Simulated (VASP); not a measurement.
# SiC (Cmc2_1) in VASP: further runs, part 2 of 2

VASP 6.6.1.

## Step 3: Electric field gradients, PBE

This run uses another cell than the first one, of 10.35 Å³/atom.

The input, INCAR:

```
  PREC = Accurate
  ENCUT = 520
  EDIFF = 1E-8
  ISMEAR = -1
  SIGMA = 0.02
  LREAL = F
  LASPH = T
  NELM = 80
  ALGO = Normal
  ISIF = 2
  LWAVE = F
  LCHARG = F
  GGA = PE
  LEFG = T
  NBANDS = 36
```

The input, KPOINTS:

```
Automatic mesh
0
Gamma
  10 10 2
```

The input, POSCAR:

```
SiC
1.0
    1.5389000000     -2.6675000000      0.0000000000
    1.5389000000      2.6675000000      0.0000000000
    0.0000000000      0.0000000000     15.1219000000
Si C
6 6
Direct
    0.1666620629      0.8333379371      0.8577214520
    0.8333379371      0.1666620629      0.3577214520
    0.5001149255      0.4998850745      0.5245066742
    0.4998850745      0.5001149255      0.0245066742
    0.8334420064      0.1665579936      0.6912249935
    0.1665579936      0.8334420064      0.1912249935
    0.5001800041      0.4998199959      0.6498136389
    0.4998199959      0.5001800041      0.1498136389
    0.1666200943      0.8333799057      0.9826819952
    0.8333799057      0.1666200943      0.4826819952
    0.8333969748      0.1666030252      0.8161912462
    0.1666030252      0.8333969748      0.3161912462
```

Potentials or basis: VASP PAW PBE potentials, release 64 (Si, C).

Command:

```
cat potpaw_PBE.64/Si/POTCAR potpaw_PBE.64/C/POTCAR > POTCAR
mpirun -np 1 vasp_std > vasp.out
```

OUTCAR:

```text
PREC = Accurate
   ENCUT = 520
   EDIFF = 1E-8
   ISMEAR = -1
   LREAL = F
   LASPH = T
   NELM = 80
   ISIF = 2
   GGA = PE

 ion  position               nearest neighbor table
   1  0.167  0.833  0.858-  11 1.89  11 1.89  11 1.89   9 1.89   5 3.08   5 3.08   5 3.08   4 3.09
                             4 3.09   4 3.09
   2  0.833  0.167  0.358-  12 1.89  12 1.89  12 1.89  10 1.89   6 3.08   6 3.08   6 3.08   3 3.09
                             3 3.09   3 3.09
   3  0.500  0.500  0.525-  10 1.89  10 1.89  10 1.89   7 1.89   5 3.08   5 3.08   5 3.09   2 3.09
                             2 3.09   2 3.09
   4  0.500  0.500  0.025-   9 1.89   9 1.89   9 1.89   8 1.89   6 3.08   6 3.08   6 3.09   1 3.09
                             1 3.09   1 3.09
   5  0.833  0.167  0.691-   7 1.88   7 1.88   7 1.89  11 1.89   1 3.08   1 3.08   1 3.08   3 3.08
                             3 3.08   3 3.09
   6  0.167  0.833  0.191-   8 1.88   8 1.88   8 1.89  12 1.89   2 3.08   2 3.08   2 3.08   4 3.08
                             4 3.08   4 3.09
   7  0.500  0.500  0.650-   5 1.88   5 1.88   5 1.89   3 1.89
   8  0.500  0.500  0.150-   6 1.88   6 1.88   6 1.89   4 1.89
   9  0.167  0.833  0.983-   4 1.89   4 1.89   4 1.89   1 1.89
  10  0.833  0.167  0.483-   3 1.89   3 1.89   3 1.89   2 1.89
  11  0.833  0.167  0.816-   1 1.89   1 1.89   1 1.89   5 1.89
  12  0.167  0.833  0.316-   2 1.89   2 1.89   2 1.89   6 1.89

  LATTYP: Found a base centered orthorhombic cell.
 ALAT       =     3.0778000000
 B/A-ratio  =     1.7333809864
 C/A-ratio  =     4.9132172331

  Lattice vectors:

 A1 = (   1.5389000000,  -2.6675000000,   0.0000000000)
 A2 = (   1.5389000000,   2.6675000000,   0.0000000000)
 A3 = (   0.0000000000,   0.0000000000,  15.1219000000)

Analysis of symmetry for initial positions (statically):
=====================================================================
 Subroutine PRICEL returns:
 Original cell was already a primitive cell.

 Routine SETGRP: Setting up the symmetry group for a
 base centered orthorhombic supercell.

 Subroutine GETGRP returns: Found  4 space group operations
 (whereof  2 operations were pure point group operations)
[... 1160 lines left out ...]
      1.53890     -1.77858      7.29907         0.000000     -0.000080     -0.000504
      1.53890     -1.77867     12.34236         0.000000     -0.000020     -0.000484
      1.53890      1.77867      4.78141         0.000000      0.000020     -0.000484
 -----------------------------------------------------------------------------------
    total drift:                               -0.000000     -0.000000     -0.000006

  FREE ENERGIE OF THE ION-ELECTRON SYSTEM (eV)
  ---------------------------------------------------
  free  energy   TOTEN  =       -90.3551454667 eV

  energy  without entropy=      -90.3551454667  energy(sigma->0) =      -90.35514547

 Electric field gradients (V/A^2)
---------------------------------------------------------------------
 ion       V_xx      V_yy      V_zz      V_xy      V_xz      V_yz
---------------------------------------------------------------------
   1      -1.102    -1.057     2.159     0.000    -0.000    -0.083
   2      -1.102    -1.057     2.159    -0.000     0.000     0.083
   3       0.170     0.213    -0.383     0.000     0.000     0.083
   4       0.170     0.213    -0.383     0.000    -0.000    -0.083
   5      -1.338    -1.297     2.635    -0.000     0.000    -0.080
   6      -1.338    -1.297     2.635     0.000    -0.000     0.080
   7      -1.180    -1.047     2.227    -0.000     0.000    -0.002
   8      -1.180    -1.047     2.227     0.000     0.000     0.002
   9      -0.393    -0.265     0.658     0.000     0.000    -0.006
  10      -0.393    -0.265     0.658     0.000    -0.000     0.006
  11      -0.232    -0.104     0.336    -0.000    -0.000    -0.006
  12      -0.232    -0.104     0.336     0.000     0.000     0.006
---------------------------------------------------------------------

 Electric field gradients after diagonalization (V/A^2)
 (convention: |V_zz| > |V_xx| > |V_yy|)
----------------------------------------------------------------------
 ion       V_xx      V_yy      V_zz     asymmetry (V_yy - V_xx)/ V_zz
----------------------------------------------------------------------
   1      -1.102    -1.059     2.161       0.020
   2      -1.102    -1.059     2.161       0.020
   3       0.224     0.170    -0.394       0.137
   4       0.224     0.170    -0.394       0.137
   5      -1.338    -1.298     2.636       0.015
   6      -1.338    -1.298     2.636       0.015
   7      -1.180    -1.047     2.227       0.060
   8      -1.180    -1.047     2.227       0.060
   9      -0.393    -0.265     0.658       0.196
  10      -0.393    -0.265     0.658       0.196
  11      -0.232    -0.104     0.336       0.382
  12      -0.232    -0.104     0.336       0.382
----------------------------------------------------------------------

           NMR quadrupolar parameters

 Cq : quadrupolar parameter    Cq=e*Q*V_zz/h
 eta: asymmetry parameters     (V_yy - V_xx)/ V_zz
 Q  : nuclear electric quadrupole moment in mb (millibarn)
----------------------------------------------------------------------
 ion       Cq(MHz)       eta       Q (mb)
----------------------------------------------------------------------
   1       0.005       0.020       1.000
   2       0.005       0.020       1.000
   3      -0.001       0.137       1.000
   4      -0.001       0.137       1.000
   5       0.006       0.015       1.000
   6       0.006       0.015       1.000
   7       0.005       0.060       1.000
   8       0.005       0.060       1.000
   9       0.002       0.196       1.000
  10       0.002       0.196       1.000
  11       0.001       0.382       1.000
  12       0.001       0.382       1.000
----------------------------------------------------------------------
```

OSZICAR:

```text
N       E                     dE             d eps       ncg     rms          rms(c)
DAV:   1     0.122462195782E+03    0.12246E+03   -0.21876E+04  4464   0.120E+03
DAV:   2    -0.897685703375E+02   -0.21223E+03   -0.19938E+03  5768   0.209E+02
DAV:   3    -0.101304385027E+03   -0.11536E+02   -0.11455E+02  5872   0.463E+01
DAV:   4    -0.101478247731E+03   -0.17386E+00   -0.17349E+00  5728   0.650E+00
DAV:   5    -0.101481957437E+03   -0.37097E-02   -0.37066E-02  5712   0.903E-01    0.216E+01
DAV:   6    -0.906537042030E+02    0.10828E+02   -0.31915E+01  5484   0.209E+01    0.965E+00
DAV:   7    -0.904032591278E+02    0.25045E+00   -0.31745E+00  5840   0.679E+00    0.413E+00
DAV:   8    -0.903587329166E+02    0.44526E-01   -0.19504E-01  5384   0.177E+00    0.128E+00
DAV:   9    -0.903543113294E+02    0.44216E-02   -0.28044E-02  5620   0.776E-01    0.182E-01
DAV:  10    -0.903549975512E+02   -0.68622E-03   -0.22412E-03  5596   0.203E-01    0.948E-02
DAV:  11    -0.903551417215E+02   -0.14417E-03   -0.31552E-04  5252   0.967E-02    0.192E-02
DAV:  12    -0.903551434763E+02   -0.17547E-05   -0.12672E-05  5792   0.171E-02    0.853E-03
DAV:  13    -0.903551449497E+02   -0.14734E-05   -0.18195E-06  5408   0.636E-03    0.245E-03
DAV:  14    -0.903551452343E+02   -0.28465E-06   -0.11534E-07  5840   0.191E-03    0.124E-03
DAV:  15    -0.903551454100E+02   -0.17566E-06   -0.83066E-08  5224   0.137E-03    0.625E-04
DAV:  16    -0.903551455059E+02   -0.95863E-07   -0.51478E-09  3388   0.443E-04    0.493E-04
DAV:  17    -0.903551454686E+02    0.37295E-07   -0.56428E-09  3132   0.328E-04    0.982E-05
DAV:  18    -0.903551454667E+02    0.18417E-08   -0.76483E-10  2968   0.179E-04
   1 F= -.90355145E+02 E0= -.90355145E+02  d E =-.385398E-11
```

stdout:

```text
POSCAR found type information on POSCAR SiC
 POSCAR found :  2 types and      12 ions
 scaLAPACK will be used
 LDA part: xc-table for (Slater+PW92), standard interpolation
 POSCAR, INCAR and KPOINTS ok, starting setup
 FFT: planning ... GRIDC
 FFT: planning ... GRID_SOFT
 FFT: planning ... GRID
 WAVECAR not read
 entering main loop
ion   1

ion   2

ion   3

ion   4

ion   5

ion   6

ion   7

ion   8

ion   9

ion  10

ion  11

ion  12
```

It took 5.4 min on 1 thread of Intel Xeon Platinum 8259CL at 2.50GHz (Skylake/Cascade Lake), shared host; peak memory 0.35 GiB.

Results:

| Item | Value |
| --- | --- |
| Free energy | -90.3551 eV |
| Pressure | 3.2 GPa |
| Band gap on the k mesh | 2.02 eV (least direct gap 3.12 eV) |
| Largest electric field gradient by atom | Si +2.2, -0.4, +2.6 (each value once); C +2.2, +0.7, +0.3 (each value once) V/Å² |

Stress tensor (GPa, compression positive):
```
3.46 0.00 0.00
0.00 3.17 0.00
0.00 0.00 2.83
```

Levels at points of the mesh, in eV from the valence-band top:
```
           k point  band 22  band 23  band 24  band 25  band 26  band 27
(0.00, 0.00, 0.00)    -0.05    -0.01     0.00     5.19     5.36     5.77
(0.50, 0.00, 0.00)    -1.79    -1.67    -1.11     2.02     2.21     3.21
(0.50, 0.50, 0.00)    -1.78    -1.67    -1.10     2.02     2.22     3.22
(0.00, 0.00, 0.50)    -0.10    -0.10    -0.10     5.25     5.25     6.00
(0.50, 0.00, 0.50)    -1.72    -1.31    -1.31     2.06     2.06     3.43
(0.50, 0.50, 0.50)    -1.73    -1.30    -1.30     2.07     2.07     3.44
```

Electric field gradients, principal values (V/Å²):
```tsv
atom	least	middle	greatest (by size)
1 Si	-1.059	-1.102	2.161
2 Si	-1.059	-1.102	2.161
3 Si	0.170	0.224	-0.394
4 Si	0.170	0.224	-0.394
5 Si	-1.298	-1.338	2.636
6 Si	-1.298	-1.338	2.636
7 C	-1.047	-1.180	2.227
8 C	-1.047	-1.180	2.227
9 C	-0.265	-0.393	0.658
10 C	-0.265	-0.393	0.658
11 C	-0.104	-0.232	0.336
12 C	-0.104	-0.232	0.336
```

Caveat: the cell stands under pressure; without QUAD_EFG the Cq values of the log hold for a quadrupole moment of 1 mb, not for the nuclei. A k mesh can miss the band edges.

## Step 4: Electric field gradients, PBE

This run uses another cell than the first one, of 10.35 Å³/atom.

The input, INCAR:

```
PREC     = Accurate       # precision mode
ENCUT    = 520            # plane-wave cutoff, eV
EDIFF    = 1E-8           # SCF threshold, eV
ISMEAR   = -1             # smearing method
SIGMA    = 0.02           # smearing width, eV
LREAL    = False          # projectors in reciprocal space
LASPH    = True           # aspherical terms in the spheres
NELM     = 80             # most SCF steps
ALGO     = Normal         # electronic algorithm
ISIF     = 2              # what is computed and relaxed
LWAVE    = False          # write WAVECAR
LCHARG   = False          # write CHGCAR
GGA      = PE             # functional
LEFG     = True         
NBANDS   = 36             # bands
```

The input, KPOINTS:

```
Automatic mesh
0
Gamma
  12 12 2
```

The input, POSCAR:

```
SiC
1.0
    1.5389000000     -2.6675000000      0.0000000000
    1.5389000000      2.6675000000      0.0000000000
    0.0000000000      0.0000000000     15.1219000000
Si C
6 6
Direct
    0.1666620609      0.8333379391      0.8577214520
    0.8333379391      0.1666620609      0.3577214520
    0.5001149274      0.4998850726      0.5245066742
    0.4998850726      0.5001149274      0.0245066742
    0.8334420063      0.1665579937      0.6912249934
    0.1665579937      0.8334420063      0.1912249934
    0.5001800044      0.4998199956      0.6498136388
    0.4998199956      0.5001800044      0.1498136388
    0.1666200921      0.8333799079      0.9826819951
    0.8333799079      0.1666200921      0.4826819951
    0.8333969726      0.1666030274      0.8161912464
    0.1666030274      0.8333969726      0.3161912464
```

Potentials or basis: VASP PAW PBE potentials, release 64 (Si, C).

Command:

```
cat potpaw_PBE.64/Si/POTCAR potpaw_PBE.64/C/POTCAR > POTCAR
mpirun -np 1 vasp_std > vasp.out
```

OUTCAR:

```text
PREC = Accurate
   ENCUT = 520
   EDIFF = 1E-8
   ISMEAR = -1
   LREAL = False
   LASPH = True
   NELM = 80
   ISIF = 2
   GGA = PE

 ion  position               nearest neighbor table
   1  0.167  0.833  0.858-  11 1.89  11 1.89  11 1.89   9 1.89   5 3.08   5 3.08   5 3.08   4 3.09
                             4 3.09   4 3.09
   2  0.833  0.167  0.358-  12 1.89  12 1.89  12 1.89  10 1.89   6 3.08   6 3.08   6 3.08   3 3.09
                             3 3.09   3 3.09
   3  0.500  0.500  0.525-  10 1.89  10 1.89  10 1.89   7 1.89   5 3.08   5 3.08   5 3.09   2 3.09
                             2 3.09   2 3.09
   4  0.500  0.500  0.025-   9 1.89   9 1.89   9 1.89   8 1.89   6 3.08   6 3.08   6 3.09   1 3.09
                             1 3.09   1 3.09
   5  0.833  0.167  0.691-   7 1.88   7 1.88   7 1.89  11 1.89   1 3.08   1 3.08   1 3.08   3 3.08
                             3 3.08   3 3.09
   6  0.167  0.833  0.191-   8 1.88   8 1.88   8 1.89  12 1.89   2 3.08   2 3.08   2 3.08   4 3.08
                             4 3.08   4 3.09
   7  0.500  0.500  0.650-   5 1.88   5 1.88   5 1.89   3 1.89
[... 1224 lines left out ...]
   3       0.227     0.173    -0.399       0.135
   4       0.227     0.173    -0.399       0.135
   5      -1.335    -1.295     2.630       0.015
   6      -1.335    -1.295     2.630       0.015
   7      -1.177    -1.045     2.222       0.060
   8      -1.177    -1.045     2.222       0.060
   9      -0.391    -0.262     0.653       0.197
  10      -0.391    -0.262     0.653       0.197
  11      -0.230    -0.101     0.331       0.388
  12      -0.230    -0.101     0.331       0.388
----------------------------------------------------------------------

           NMR quadrupolar parameters

 Cq : quadrupolar parameter    Cq=e*Q*V_zz/h
 eta: asymmetry parameters     (V_yy - V_xx)/ V_zz
 Q  : nuclear electric quadrupole moment in mb (millibarn)
----------------------------------------------------------------------
 ion       Cq(MHz)       eta       Q (mb)
----------------------------------------------------------------------
   1       0.005       0.020       1.000
   2       0.005       0.020       1.000
   3      -0.001       0.135       1.000
   4      -0.001       0.135       1.000
   5       0.006       0.015       1.000
   6       0.006       0.015       1.000
   7       0.005       0.060       1.000
   8       0.005       0.060       1.000
   9       0.002       0.197       1.000
  10       0.002       0.197       1.000
  11       0.001       0.388       1.000
  12       0.001       0.388       1.000
----------------------------------------------------------------------
```

stdout:

```text
POSCAR found type information on POSCAR SiC
 POSCAR found :  2 types and      12 ions
 scaLAPACK will be used
 LDA part: xc-table for (Slater+PW92), standard interpolation
 POSCAR, INCAR and KPOINTS ok, starting setup
 FFT: planning ... GRIDC
 FFT: planning ... GRID_SOFT
 FFT: planning ... GRID
 WAVECAR not read
 entering main loop
ion   1

ion   2

ion   3

ion   4

ion   5

ion   6

ion   7

ion   8

ion   9

ion  10

ion  11

ion  12
```

Run time: 8.5 min. Hardware: 1 thread of Intel Xeon 8259CL, shared host; peak memory 0.42 GiB.

What came out:

| Item | Value |
| --- | --- |
| Free energy | -90.3555 eV |
| Pressure | 3.2 GPa |
| Band gap on the k mesh | 2.02 eV (least direct gap 3.12 eV) |
| Largest electric field gradient by atom | Si +2.2, -0.4, +2.6 (each value once); C +2.2, +0.7, +0.3 (each value once) V/Å² |

Electric field gradients, principal values (V/Å²):
```csv
atom,least,middle,greatest (by size)
1 Si,-1.056,-1.099,2.155
2 Si,-1.056,-1.099,2.155
3 Si,0.173,0.227,-0.399
4 Si,0.173,0.227,-0.399
5 Si,-1.295,-1.335,2.630
6 Si,-1.295,-1.335,2.630
7 C,-1.045,-1.177,2.222
8 C,-1.045,-1.177,2.222
9 C,-0.262,-0.391,0.653
10 C,-0.262,-0.391,0.653
11 C,-0.101,-0.230,0.331
12 C,-0.101,-0.230,0.331
```

Caveat: the cell stands under pressure; without QUAD_EFG the Cq values of the log hold for a quadrupole moment of 1 mb, not for the nuclei. A k mesh can miss the band edges.

## Step 5: Overview

| cell | k mesh | gap on the mesh (eV) | pressure (GPa) |
| --- | --- | --- | --- |
| a = 3.080, b = 3.080, c = 14.971 Å, angles 90.0, 90.0, 120.0°, 12 atoms | 10 × 10 × 2 | 2.03 | 5.5 |
| a = 3.080, b = 3.080, c = 15.122 Å, angles 90.0, 90.0, 120.0°, 12 atoms | 10 × 10 × 2 | 2.02 | 3.2 |
| a = 3.080, b = 3.080, c = 15.122 Å, angles 90.0, 90.0, 120.0°, 12 atoms | 12 × 12 × 2 | 2.02 | 3.2 |

Alike in all rows: task electric field gradients; level PBE; potentials or basis VASP PAW PBE potentials, release 64 (Si, C); no spin polarisation; cutoff (eV) 520; smearing fermi-dirac 0.02 eV.

Caveats: the cell stands under pressure (at least some runs); the stress differs along the axes, from 4 to 9 GPa (at least some runs).

Total energies depend on the potentials used, so only differences within one code and one set of settings carry meaning.
